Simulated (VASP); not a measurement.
# Si4Ru (Im-3m) in VASP: notebook

Si4Ru is run at these levels: PBE; tasks: single point, relaxation of cell and atoms.

Program: VASP 6.6.1. These are calculated values, not measurements. Logs are shortened: lines on timing, memory, paths and dates and some standing lists are left out, and cuts for length are marked.

### 1 The cell of the first run

Symmetry: Im-3m, No. 229, cubic system. Conventional cell: a = 5.331 Å, b = 5.331 Å, c = 5.331 Å, α = 90.00°, β = 90.00°, γ = 90.00°. Si (site symmetry -3m) has 2 Ru at 2.31 Å and 6 Si at 2.67 Å within 3.1 Å. Ru (site symmetry m-3m) has 8 Si at 2.31 Å within 3.1 Å.

The cell was built from a structure type or drawn by symmetry, and may not be a known phase.

### 2 Single point, PBE

The input, INCAR:

```
SYSTEM = Si4Ru
PREC = Accurate ; ENCUT = 520
EDIFF = 1E-6 ; ISMEAR = 0
SIGMA = 0.1 ; LREAL = .FALSE.
LASPH = .TRUE. ; NELM = 80
ALGO = Normal ; ISIF = 2
LWAVE = .FALSE. ; LCHARG = .FALSE.
GGA = PE ; NBANDS = 23
```

The input, KPOINTS:

```
Automatic mesh
0
G
  4 4 4
  0 0 0
```

The input, POSCAR:

```
Si4Ru
1.0
   -2.6654626400      2.6654626400      2.6654626400
    2.6654626400     -2.6654626400      2.6654626400
    2.6654626400      2.6654626400     -2.6654626400
Si Ru
4 1
Direct
    0.0000000000      0.0000000000      0.5000000000
    0.0000000000      0.5000000000      0.0000000000
    0.5000000000      0.0000000000      0.0000000000
    0.5000000000      0.5000000000      0.5000000000
    0.0000000000      0.0000000000      0.0000000000
```

Potentials or basis: VASP PAW PBE potentials, release 64 (Si, Ru_pv).

On the command line:

```console
cat potpaw_PBE.64/Si/POTCAR potpaw_PBE.64/Ru_pv/POTCAR > POTCAR
mpirun -np 1 vasp_std > vasp.out
```

OUTCAR:

```text
SYSTEM = Si4Ru
   PREC = Accurate
   ENCUT = 520
   EDIFF = 1E-6
   ISMEAR = 0
   LREAL = .FALSE.
   LASPH = .TRUE.
   NELM = 80
   ISIF = 2
   GGA = PE

 ion  position               nearest neighbor table
   1  0.000  0.000  0.500-   5 2.31   5 2.31   4 2.67   2 2.67   3 2.67   2 2.67   3 2.67   4 2.67

   2  0.000  0.500  0.000-   5 2.31   5 2.31   4 2.67   1 2.67   3 2.67   1 2.67   4 2.67   3 2.67

   3  0.500  0.000  0.000-   5 2.31   5 2.31   4 2.67   1 2.67   4 2.67   2 2.67   1 2.67   2 2.67

   4  0.500  0.500  0.500-   5 2.31   5 2.31   3 2.67   1 2.67   3 2.67   2 2.67   1 2.67   2 2.67

   5  0.000  0.000  0.000-   1 2.31   2 2.31   3 2.31   4 2.31   1 2.31   2 2.31   3 2.31   4 2.31

  LATTYP: Found a body centered cubic cell.
 ALAT       =     5.3309252800

  Lattice vectors:

 A1 = (  -2.6654626400,   2.6654626400,   2.6654626400)
 A2 = (   2.6654626400,  -2.6654626400,   2.6654626400)
 A3 = (   2.6654626400,   2.6654626400,  -2.6654626400)

Analysis of symmetry for initial positions (statically):
=====================================================================
 Subroutine PRICEL returns:
 Original cell was already a primitive cell.

 Routine SETGRP: Setting up the symmetry group for a
 body centered cubic supercell.

 Subroutine GETGRP returns: Found 48 space group operations
 (whereof 48 operations were pure point group operations)
 out of a pool of 48 trial point group operations.

The static configuration has the point symmetry O_h .

Analysis of symmetry for dynamics (positions and initial velocities):
=====================================================================
 Subroutine PRICEL returns:
 Original cell was already a primitive cell.

 Routine SETGRP: Setting up the symmetry group for a
 body centered cubic supercell.

 Subroutine GETGRP returns: Found 48 space group operations
 (whereof 48 operations were pure point group operations)
 out of a pool of 48 trial point group operations.

The dynamic configuration has the point symmetry O_h .

 Subroutine INISYM returns: Found 48 space group operations
 (whereof 48 operations are pure point group operations),
 and found     1 'primitive' translations

----------------------------------------------------------------------------------------

                                     Primitive cell

  volume of cell :      75.7492

  direct lattice vectors                    reciprocal lattice vectors
    -2.665462640  2.665462640  2.665462640     0.000000000  0.187584696  0.187584696
     2.665462640 -2.665462640  2.665462640     0.187584696  0.000000000  0.187584696
     2.665462640  2.665462640 -2.665462640     0.187584696  0.187584696  0.000000000

  length of vectors
     4.616716718  4.616716718  4.616716718     0.265284822  0.265284822  0.265284822

  position of ions in fractional coordinates (direct lattice)
     0.000000000  0.000000000  0.500000000
     0.000000000  0.500000000  0.000000000
     0.500000000  0.000000000  0.000000000
     0.500000000  0.500000000  0.500000000
     0.000000000  0.000000000  0.000000000

  ion indices of the primitive-cell ions
   primitive index   ion index
                 1           1
                 2           2
                 3           3
                 4           4
                 5           5

----------------------------------------------------------------------------------------

 KPOINTS: Automatic mesh

Automatic generation of k-mesh.
 Grid dimensions read from file:
 generate k-points for:    4    4    4

 Generating k-lattice:

  Cartesian coordinates                     Fractional coordinates (reciprocal lattice)
     0.000000000  0.046896174  0.046896174     0.250000000  0.000000000  0.000000000
     0.046896174  0.000000000  0.046896174     0.000000000  0.250000000  0.000000000
     0.046896174  0.046896174  0.000000000     0.000000000  0.000000000  0.250000000

  Length of vectors
     0.066321205  0.066321205  0.066321205

  Shift w.r.t. Gamma in fractional coordinates (k-lattice)
     0.000000000  0.000000000  0.000000000

 Subroutine IBZKPT returns following result:
 ===========================================

 Found      8 irreducible k-points:

 Following reciprocal coordinates:
            Coordinates               Weight
  0.000000  0.000000  0.000000      1.000000
  0.250000  0.000000  0.000000     12.000000
  0.500000  0.000000  0.000000      6.000000
  0.250000  0.250000  0.000000     24.000000
  0.250000  0.250000  0.250000      2.000000
 -0.250000  0.250000  0.250000      6.000000
  0.500000  0.500000  0.250000     12.000000
  0.500000  0.500000  0.500000      1.000000
   k-points           NKPTS =      8   k-points in BZ     NKDIM =      8   number of bands    NBANDS=     23
   number of dos      NEDOS =    301   number of ions     NIONS =      5
   total plane-waves  NPLWV =  46656
   dimension x,y,z NGX =    36 NGY =   36 NGZ =   36
   dimension x,y,z NGXF=    72 NGYF=   72 NGZF=   72
   ions per type =               4   1
   NGX,Y,Z   is equivalent  to a cutoff of  12.96, 12.96, 12.96 a.u.
   NGXF,Y,Z  is equivalent  to a cutoff of  25.93, 25.93, 25.93 a.u.
 SYSTEM =  Si4Ru
   PREC   = accura    normal or accurate (medium, high low for compatibility)
   ISTART =      0    job   : 0-new  1-cont  2-samecut
   ICHARG =      2    charge: 1-file 2-atom 10-const
   ISPIN  =      1    spin polarized calculation?
   LNONCOLLINEAR =      F non collinear calculations
   LSORBIT =      F    spin-orbit coupling
   LASPH  =      T    aspherical Exc in radial PAW
   ENCUT  =  520.0 eV  38.22 Ry    6.18 a.u.   8.58  8.58  8.58*2*pi/ulx,y,z
   NELM   =     80;   NELMIN=  2; NELMDL= -5     # of ELM steps
   EDIFF  = 0.1E-05   stopping-criterion for ELM
   LREAL  =      F    real-space projection
   EDIFFG = 0.1E-04   stopping-criterion for IOM
   NSW    =      0    number of steps for IOM
   IBRION =     -1    ionic relax: 0-MD 1-quasi-New 2-CG
   NFREE  =      0    steps in history (QN), initial steepest desc. (CG)
   ISIF   =      2    stress and relaxation
   ISYM   =      2    0-nonsym 1-usesym 2-fastsym
   POTIM  = 0.5000    time-step for ionic-motion
   TEBEG  =    0.0;   TEEND  =   0.0 temperature during run
   PSTRESS=    0.0 pullay stress
   NELECT =      30.0000    total number of electrons
   NUPDOWN=      -1.0000    fix difference up-down
   EMIN   =  10.00;   EMAX   =-10.00  energy-range for DOS
   EFERMI =   0.00;   METHOD = LEGACY
   ISMEAR =     0;   SIGMA  =   0.10  broadening in eV -4-tet -1-fermi 0-gaus
   EFERMI_NEDOS =   21; number of points for ismear=-14 and -15
   IALGO  =     38    algorithm
   IMIX   =      4    mixing-type and parameters
     AMIX     =   0.40;   BMIX     =  1.00
     AMIX_MAG =   1.60;   BMIX_MAG =  1.00
  volume/ion in A,a.u.               =      15.15       102.24
  Fermi-wavevector in a.u.,A,eV,Ry     =   1.202235  2.271894 19.665435  1.445369
  Thomas-Fermi vector in A             =   2.338022
   LORBIT       =      0    0 simple, 1 ext, 2 COOP (PROOUT), +10 PAW based schemes
   GGA     = PE    functional components
   LHFCALC =     F    Hartree Fock is set to
   AEXX    =    0.0000 exact exchange contribution
   IVDW    =     0    specifies the selected vdW correction
   LEPSILON=     F    determine dielectric tensor
   LRPA    =     F    only Hartree local field effects (RPA)
 non-spin polarized calculation
 Gauss-broadening in eV      SIGMA  =   0.10
  energy-cutoff  :      520.00
  volume of cell :       75.75
 maximum number of plane-waves:      2093
 NGX is ok and might be reduce to    36
   NGX = 17   NGY = 17   NGZ = 17

 number of electron      30.0000002 magnetization

 Free energy of the ion-electron system (eV)
  ---------------------------------------------------
  ext. energy  EPLUGINS =         0.00000000
  ---------------------------------------------------
  free energy    TOTEN  =       -29.02125621 eV

  energy without entropy =      -28.98166754  energy(sigma->0) =      -29.00146187

 E-fermi :   9.8168     XC(G=0): -11.2446

 val. band max:        9.7265106729   @ k =   0.2500   0.2500   0.0000
 cond. band min:       9.8416852526   @ k =   0.2500   0.2500   0.2500
 fundamental gap:      0.1151745797
 Fermi energy:         9.8168314345

 k-point     1 :       0.0000    0.0000    0.0000
  band No.  band energies     occupation
      1     -33.5388      2.00000
      2     -33.5388      2.00000
      3     -33.5388      2.00000
      4      -3.3952      2.00000
      5       2.2796      2.00000
      6       2.2796      2.00000
[... 15 lines left out ...]
     22      15.2930      0.00000
     23      15.2930      0.00000

 k-point     2 :       0.2500    0.0000    0.0000
  band No.  band energies     occupation
      1     -33.5415      2.00000
      2     -33.5401      2.00000
      3     -33.5388      2.00000
      4      -2.7467      2.00000
      5       1.3762      2.00000
      6       1.7989      2.00000
[... 15 lines left out ...]
     22      14.9720      0.00000
     23      15.0948      0.00000

 k-point     3 :       0.5000    0.0000    0.0000
  band No.  band energies     occupation
      1     -33.5442      2.00000
      2     -33.5414      2.00000
      3     -33.5388      2.00000
      4      -1.2280      2.00000
      5      -0.5649      2.00000
      6       1.4404      2.00000
[... 15 lines left out ...]
     22      15.2712      0.00000
     23      16.0000      0.00000

 k-point     4 :       0.2500    0.2500    0.0000
  band No.  band energies     occupation
      1     -33.5434      2.00000
      2     -33.5415      2.00000
      3     -33.5396      2.00000
      4      -1.5269      2.00000
      5       0.6122      2.00000
      6       0.6361      2.00000
[... 15 lines left out ...]
     22      15.0579      0.00000
     23      15.6150      0.00000

 k-point     5 :       0.2500    0.2500    0.2500
  band No.  band energies     occupation
      1     -33.5415      2.00000
      2     -33.5415      2.00000
      3     -33.5415      2.00000
      4      -0.0687      2.00000
      5       0.2006      2.00000
      6       0.2006      2.00000
[... 15 lines left out ...]
     22      14.1427      0.00000
     23      14.1427      0.00000

 k-point     6 :      -0.2500    0.2500    0.2500
  band No.  band energies     occupation
      1     -33.5415      2.00000
      2     -33.5414      2.00000
      3     -33.5414      2.00000
      4      -2.1026      2.00000
      5       1.3614      2.00000
      6       1.3614      2.00000
[... 15 lines left out ...]
     22      15.9003      0.00000
     23      16.8462      0.00000

 k-point     7 :       0.5000    0.5000    0.2500
  band No.  band energies     occupation
      1     -33.5442      2.00000
      2     -33.5427      2.00000
      3     -33.5414      2.00000
      4      -0.5466      2.00000
      5      -0.0878      2.00000
      6       1.0699      2.00000
[... 15 lines left out ...]
     22      15.6899      0.00000
     23      16.7977      0.00000

 k-point     8 :       0.5000    0.5000    0.5000
  band No.  band energies     occupation
      1     -33.5441      2.00000
      2     -33.5441      2.00000
      3     -33.5441      2.00000
      4       0.8104      2.00000
      5       0.8104      2.00000
      6       0.8104      2.00000
[... 15 lines left out ...]
     22      17.6147      0.00000
     23      17.6147      0.00000

------------------------ aborting loop because EDIFF is reached ----------------------------------------

  FORCE on cell =-STRESS in cart. coord.  units (eV):
  Direction    XX          YY          ZZ          XY          YZ          ZX
  --------------------------------------------------------------------------------------
  -------------------------------------------------------------------------------------
  Total        7.2108278      7.2108278      7.2108278      0.0000000      0.0000000      0.0000000
  in kB      152.5168810    152.5168810    152.5168810      0.0000000      0.0000000      0.0000000
  external PRESSURE =     152.5168810 kB  Pullay stress =       0.0000000 kB

 VOLUME and BASIS-vectors are now :
 -----------------------------------------------------------------------------
  energy-cutoff  :      520.00
  volume of cell :       75.75
      direct lattice vectors                 reciprocal lattice vectors
    -2.665462640  2.665462640  2.665462640     0.000000000  0.187584696  0.187584696
     2.665462640 -2.665462640  2.665462640     0.187584696  0.000000000  0.187584696
     2.665462640  2.665462640 -2.665462640     0.187584696  0.187584696  0.000000000

 POSITION                                       TOTAL-FORCE (eV/Angst)
 -----------------------------------------------------------------------------------
      1.33273      1.33273     -1.33273        -0.000000     -0.000000      0.000000
      1.33273     -1.33273      1.33273         0.000000      0.000000      0.000000
     -1.33273      1.33273      1.33273         0.000000     -0.000000     -0.000000
      1.33273      1.33273      1.33273         0.000000     -0.000000     -0.000000
      0.00000      0.00000      0.00000        -0.000000      0.000000      0.000000
 -----------------------------------------------------------------------------------
    total drift:                               -0.000000     -0.000000     -0.000000

  FREE ENERGIE OF THE ION-ELECTRON SYSTEM (eV)
  ---------------------------------------------------
  free  energy   TOTEN  =       -29.0212562074 eV

  energy  without entropy=      -28.9816675397  energy(sigma->0) =      -29.00146187
```

Run time: 23 s. Hardware: 1 thread of Intel Xeon 8259CL, shared host; peak memory 0.2 GiB.

What came out:

```
Free energy            : -29.0213 eV
Pressure               : 15.3 GPa
Band gap on the k mesh : zero (bands 15 and 16 overlap by 0.19 eV)
```

Caveat: the k points lie up to 0.42 Å⁻¹ apart.

### 3 Single point, PBE

This run uses another cell than the first one, of 16.79 Å³/atom.

The input, INCAR:

```
PREC = Accurate
ENCUT = 520
EDIFF = 1E-7
ISMEAR = 0
SIGMA = 0.1
LREAL = F
LASPH = T
NELM = 80
ALGO = Normal
ISIF = 2
LWAVE = F
LCHARG = F
GGA = PE
NBANDS = 23
```

The input, KPOINTS:

```
regular mesh
0
Gamma
  4 4 4
```

Changes to POSCAR since step 2:

```diff
@@ -2,5 +2,5 @@
 1.0
-   -2.6654626400      2.6654626400      2.6654626400
-    2.6654626400     -2.6654626400      2.6654626400
-    2.6654626400      2.6654626400     -2.6654626400
+   -2.7583363259      2.7583363259      2.7583363259
+    2.7583363259     -2.7583363259      2.7583363259
+    2.7583363259      2.7583363259     -2.7583363259
 Si Ru
```

Potentials or basis: VASP PAW PBE potentials, release 64 (Si, Ru_pv).

On the command line:

```console
cat potpaw_PBE.64/Si/POTCAR potpaw_PBE.64/Ru_pv/POTCAR > POTCAR
mpirun -np 1 vasp_std > vasp.out
```

Wall time 29 s (1 thread of Intel Xeon 8259CL, shared host); peak memory 0.2 GiB.

It converged, with:

* Free energy: -29.3863 eV
* Pressure: 0.1 GPa
* Band gap on the k mesh: zero (bands 15 and 16 overlap by 0.08 eV)

Levels at points of the mesh, in eV from the Fermi level:
```csv
k point,band 12,band 13,band 14,band 15,band 16,band 17,band 18,band 19
"(0.00, 0.00, 0.00)",-3.39,-3.00,-3.00,-3.00,0.63,0.63,0.63,1.71
"(0.50, 0.00, 0.00)",-3.92,-1.11,-0.64,-0.45,0.13,1.33,1.54,2.88
"(0.50, 0.50, 0.50)",-5.05,-0.66,-0.61,-0.61,2.30,2.30,2.30,4.49
```

Caveat: the k points lie up to 0.40 Å⁻¹ apart.

[end of part 1 of 3]
